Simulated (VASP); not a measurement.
# Hf2N (P4_2/mnm) in VASP: notebook, part 2 of 2

VASP 6.6.1.

### 3 Single point, PBEsol (equal strain along all axes, cell held: -3.0 %, then relaxed in part)

INCAR

```
SYSTEM = Hf2N
PREC = Accurate
ENCUT = 520
EDIFF = 1E-6
ISMEAR = 0
SIGMA = 0.1
LREAL = .False.
LASPH = .True.
NELM = 100
ALGO = Normal
ISIF = 2
LWAVE = .False.
LCHARG = .False.
GGA = PS
NBANDS = 34
```

KPOINTS

```
regular mesh
0
Gamma
  8 8 12
  0 0 0
```

POSCAR

```
Hf2N
1.0
    5.1366727576      0.0000000000      0.0000000000
    0.0000000000      5.1366727576      0.0000000000
    0.0000000000      0.0000000000      3.1306255130
Hf N
4 2
Direct
    0.2943131189      0.2943131189      0.0000000000
    0.7056868811      0.7056868811      0.0000000000
    0.7943131189      0.2056868811      0.5000000000
    0.2056868811      0.7943131189      0.5000000000
    0.0000000000      0.0000000000      0.0000000000
    0.5000000000      0.5000000000      0.5000000000
```

Potentials or basis: VASP PAW PBE potentials, release 64 (Hf_pv, N).

Run with:

```
cat potpaw_PBE.64/Hf_pv/POTCAR potpaw_PBE.64/N/POTCAR > POTCAR
mpirun -np 1 vasp_std > vasp.out
```

OUTCAR:

```text
SYSTEM = Hf2N
   PREC = Accurate
   ENCUT = 520
   EDIFF = 1E-6
   ISMEAR = 0
   LREAL = .False.
   LASPH = .True.
   NELM = 100
   ISIF = 2
   GGA = PS

 ion  position               nearest neighbor table
   1  0.294  0.294  0.000-   5 2.14   6 2.16   6 2.16   2 2.99   4 3.04   3 3.04   4 3.04   3 3.04
                             4 3.04   4 3.04   3 3.04   3 3.04   2 3.69   2 3.69
   2  0.706  0.706  0.000-   5 2.14   6 2.16   6 2.16   1 2.99   4 3.04   3 3.04   4 3.04   3 3.04
                             3 3.04   3 3.04   4 3.04   4 3.04   1 3.69   1 3.69
   3  0.794  0.206  0.500-   6 2.14   5 2.16   5 2.16   4 2.99   1 3.04   1 3.04   2 3.04   2 3.04
                             2 3.04   2 3.04   1 3.04   1 3.04   4 3.69   4 3.69
   4  0.206  0.794  0.500-   6 2.14   5 2.16   5 2.16   3 2.99   1 3.04   1 3.04   2 3.04   2 3.04
                             1 3.04   1 3.04   2 3.04   2 3.04   3 3.69   3 3.69
   5  0.000  0.000  0.000-   1 2.14   2 2.14   3 2.16   4 2.16   3 2.16   4 2.16
   6  0.500  0.500  0.500-   3 2.14   4 2.14   1 2.16   2 2.16   1 2.16   2 2.16

  LATTYP: Found a simple tetragonal cell.
 ALAT       =     5.1366727576
 C/A-ratio  =     0.6094656329

  Lattice vectors:

 A1 = (   5.1366727576,   0.0000000000,   0.0000000000)
 A2 = (   0.0000000000,   5.1366727576,   0.0000000000)
[... 187 lines left out ...]
 E-fermi :   6.5647     XC(G=0): -12.6151

 val. band max:        6.5482266607   @ k =   0.5000   0.0000   0.2500
 cond. band min:       6.5906916001   @ k =   0.0000   0.0000   0.1667
 fundamental gap:      0.0424649394
 Fermi energy:         6.5647033956

 k-point     1 :       0.0000    0.0000    0.0000
  band No.  band energies     occupation
      1     -24.6147      2.00000
      2     -23.8800      2.00000
      3     -23.8031      2.00000
      4     -23.8031      2.00000
      5     -23.4840      2.00000
      6     -23.2556      2.00000
[... 877 lines left out ...]
     33      11.0519      0.00000
     34      11.0519      0.00000

 [... further k-points ...]
[... 5 lines left out ...]
  --------------------------------------------------------------------------------------
  -------------------------------------------------------------------------------------
  Total       11.0983267     11.0983267     11.4672510     -0.0000000      0.0000000      0.0000000
  in kB      215.2648734    215.2648734    222.4205863     -0.0000000      0.0000000      0.0000000
  external PRESSURE =     217.6501110 kB  Pullay stress =       0.0000000 kB

 VOLUME and BASIS-vectors are now :
 -----------------------------------------------------------------------------
  energy-cutoff  :      520.00
  volume of cell :       82.60
      direct lattice vectors                 reciprocal lattice vectors
     5.136672758  0.000000000  0.000000000     0.194678549  0.000000000  0.000000000
     0.000000000  5.136672758  0.000000000     0.000000000  0.194678549  0.000000000
     0.000000000  0.000000000  3.130625513     0.000000000  0.000000000  0.319424983

 POSITION                                       TOTAL-FORCE (eV/Angst)
 -----------------------------------------------------------------------------------
      1.51179      1.51179      0.00000         0.001497      0.001497     -0.000000
      3.62488      3.62488      0.00000        -0.001497     -0.001497      0.000000
      4.08013      1.05655      1.56531         0.001497     -0.001497      0.000000
      1.05655      4.08013      1.56531        -0.001497      0.001497     -0.000000
      0.00000      0.00000      0.00000         0.000000     -0.000000      0.000000
      2.56834      2.56834      1.56531         0.000000     -0.000000      0.000000
 -----------------------------------------------------------------------------------
    total drift:                               -0.000000      0.000000      0.000000

  FREE ENERGIE OF THE ION-ELECTRON SYSTEM (eV)
  ---------------------------------------------------
  free  energy   TOTEN  =       -67.0307239916 eV

  energy  without entropy=      -67.0193982168  energy(sigma->0) =      -67.02506110
```

stdout:

```text
POSCAR found type information on POSCAR HfN
 POSCAR found :  2 types and       6 ions
 scaLAPACK will be used
 -----------------------------------------------------------------------------
|                                                                             |
|                                                                             |
|     You enforced a specific xc type in the INCAR file but a different       |
|     I HOPE YOU KNOW WHAT YOU ARE DOING!                                     |
|                                                                             |
 -----------------------------------------------------------------------------

 LDA part: xc-table for (Slater+PW92), standard interpolation
 POSCAR, INCAR and KPOINTS ok, starting setup
 FFT: planning ... GRIDC
 FFT: planning ... GRID_SOFT
 FFT: planning ... GRID
 WAVECAR not read
 entering main loop
```

It took 7.1 min on 1 thread of AMD EPYC 7R13, shared host; peak memory 0.32 GiB.

What came out:

```yaml
Free_energy: -67.0307 eV
Pressure: 21.8 GPa
Band_gap_on_the_k_mesh: zero (band 25 reaches 8.22 eV, above the bottom of band 26 at 5.25 eV)
```

Forces on the atoms (eV/Å):
```
Hf   0.001  0.001  0.000
Hf  -0.001 -0.001  0.000
Hf   0.001 -0.001  0.000
Hf  -0.001  0.001  0.000
N    0.000  0.000  0.000
N    0.000  0.000  0.000
```

Caveat: the cell differs from its parent crystal (equal strain along all axes, cell held: -3.0 %, then relaxed in part); the PAW data sets were made with another functional, which shifts forces and pressure a little; spin-orbit coupling is left out, which moves the levels of the heavy elements.

### 4 Single point, PBEsol (equal strain along all axes, cell held: -2.0 %, then relaxed in part)

INCAR: that of step 3 with these lines changed.

```diff
@@ -8,3 +8,3 @@
 LASPH = .True.
-NELM = 100
+NELM = 80
 ALGO = Normal
```

KPOINTS

```
Automatic mesh
0
Gamma
  8 8 12
  0 0 0
```

POSCAR

```
Hf2N
1.0
    5.1896281469      0.0000000000      0.0000000000
    0.0000000000      5.1896281469      0.0000000000
    0.0000000000      0.0000000000      3.1629000028
Hf N
4 2
Direct
    0.2946557403      0.2946557403      0.0000000000
    0.7053442597      0.7053442597      0.0000000000
    0.7946557403      0.2053442597      0.5000000000
    0.2053442597      0.7946557403      0.5000000000
    0.0000000000      0.0000000000      0.0000000000
    0.5000000000      0.5000000000      0.5000000000
```

Run with:

```
cat potpaw_PBE.64/Hf_pv/POTCAR potpaw_PBE.64/N/POTCAR > POTCAR
mpirun -np 1 vasp_std > vasp.out
```

Run time: 6.6 min. Hardware: 1 thread of AMD EPYC 7R13, shared host; peak memory 0.32 GiB.

Results (log left out):

```
Free energy            : -67.3116 eV
Pressure               : 13.2 GPa
Band gap on the k mesh : zero (band 25 reaches 7.91 eV, above the bottom of band 26 at 5.03 eV)
```

Forces in eV/Å, atoms in the order of the input:
```
Hf   0.002  0.002  0.000
Hf  -0.002 -0.002  0.000
Hf   0.002 -0.002  0.000
Hf  -0.002  0.002  0.000
N    0.000  0.000  0.000
N    0.000  0.000  0.000
```

Stress tensor (GPa, compression positive):
```
13.01  0.00  0.00
 0.00 13.01  0.00
 0.00  0.00 13.47
```

Levels at points of the mesh, in eV from the Fermi level:
```tsv
k point	band 23	band 24	band 25	band 26	band 27	band 28
(0.00, 0.00, 0.00)	0.08	0.77	1.07	1.20	1.20	1.71
(0.50, 0.00, 0.00)	-1.15	-1.15	1.58	1.58	1.98	1.98
(0.50, 0.50, 0.00)	-1.50	-1.50	1.07	1.07	1.61	1.61
(0.00, 0.00, 0.50)	-1.32	-1.32	-1.30	-1.30	2.30	2.30
(0.50, 0.00, 0.50)	-1.14	-1.14	-0.98	-0.98	1.89	1.89
(0.50, 0.50, 0.50)	-1.00	-1.00	-0.42	-0.42	1.46	1.46
```

Caveat: the cell differs from its parent crystal (equal strain along all axes, cell held: -2.0 %, then relaxed in part); the PAW data sets were made with another functional, which shifts forces and pressure a little; spin-orbit coupling is left out, which moves the levels of the heavy elements.

### 5 Overview

```tsv
cell	k mesh	gap on the mesh (eV)	pressure (GPa)
a = 5.313, b = 5.313, c = 3.242 Å, 6 atoms	4 × 4 × 6	none	-3.3
a = 5.137, b = 5.137, c = 3.131 Å, 6 atoms	8 × 8 × 12	none	21.8
a = 5.190, b = 5.190, c = 3.163 Å, 6 atoms	8 × 8 × 12	none	13.2
```

Alike in all rows: task single point; level PBEsol; potentials or basis VASP PAW PBE potentials, release 64 (Hf_pv, N); no spin polarisation; cutoff (eV) 520; smearing gaussian 0.1 eV.

Caveats: the PAW data sets were made with another functional, which shifts forces and pressure a little; spin-orbit coupling is left out, which moves the levels of the heavy elements.

Total energies depend on the potentials used, so only differences within one code and one set of settings carry meaning.
